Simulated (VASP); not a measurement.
The system is AgCl4.

```
Ag Cl
1.0
     4.41398    0.00000    0.00000
     0.00000    4.41398    0.00000
     0.00000    0.00000    6.24231
Ag Cl
1 4
Cartesian
  0.0000 0.0000 0.0000
  2.2070 0.0000 1.5606
  0.0000 2.2070 4.6817
  2.2070 0.0000 4.6817
  0.0000 2.2070 1.5606
```

This cell differs from its parent crystal: atoms taken out.

| Item | Value |
| --- | --- |
| Program | VASP 6.6.1 |
| Task | relaxation of cell and atoms |
| Functional | PBE |
| Potentials or basis | VASP PAW PBE potentials, release 64 (Ag, Cl) |
| Cutoff | 600 eV |
| k mesh | 8 × 8 × 6 |
| Occupations | gaussian, width 0.1 eV |
| Spin | no spin polarisation |

At the start: pressure 0.4 GPa; volume 24.32 Å³/atom.

Problem. How do energy, volume and symmetry change on relaxing?

Solution. Over 30 steps the energy falls by 44.9 meV/atom and the volume is 26.66 Å³/atom (+9.6 %); space group P4/mmm (No. 123, to 0.1 Å) before and after.

The path:
```tsv
step	energy change (eV)	largest force (eV/Å)	pressure (GPa)	volume (Å³)
1	0.0000	0.0502	0.36	121.62
2	-0.0019	0.0188	0.04	122.59
3	-0.0021	0.0068	-0.09	122.96
4	-0.0031	0.0017	-0.11	122.99
5	-0.0084	0.0262	-0.17	123.06
6	-0.0258	0.0722	-0.29	123.18
7	-0.0758	0.1522	-0.45	123.26
8	-0.1466	0.2338	-0.32	122.90
9	-0.1488	0.2360	-0.17	122.67
10	-0.1490	0.2360	-0.21	122.74
11	-0.1497	0.2348	-0.19	122.72
12	-0.1507	0.2300	-0.11	122.68
13	-0.1508	0.2281	-0.08	122.66
14	-0.1519	0.2248	-0.07	122.64
15	-0.1549	0.2159	-0.02	122.58
16	-0.1606	0.1984	0.08	122.45
17	-0.1701	0.1616	0.30	122.20
18	-0.1815	0.0822	0.77	121.69
19	-0.1696	0.1036	1.88	120.67
20	-0.1830	0.0418	1.01	121.44
21	-0.1878	0.0406	0.86	122.11
22	-0.1983	0.0376	0.45	124.12
23	-0.2039	0.0340	-0.26	128.21
24	-0.2043	0.0346	-0.13	127.33
25	-0.2072	0.0282	-0.09	127.60
26	-0.2142	0.0092	0.03	128.38
27	-0.2211	0.0229	0.31	129.91
28	-0.2216	0.0347	0.44	130.49
29	-0.2246	0.0011	0.04	132.80
30	-0.2247	0.0087	-0.04	133.29
```

Final structure:
```xyz
5
Lattice="4.1584 0.0000 0.0000 0.0000 4.1584 0.0000 0.0000 0.0000 7.7081" Properties=species:S:1:pos:R:3 pbc="T T T"
Ag    0.0000    0.0000    0.0000
Cl    2.0792    0.0000    1.7864
Cl    4.1584    2.0792    5.9217
Cl    2.0792    0.0000    5.9217
Cl    0.0000    2.0792    1.7864
```

Caveat: the cell differs from its parent crystal (atoms taken out); a cell axis changed by over 15 % at a fixed basis, so the end point is rough; this functional lacks dispersion, which binds layers or chains, so the pressure and a relaxed spacing across them are unreliable; an odd number of electrons without spin polarisation forces a metal; a magnetic or distorted state may lie lower.
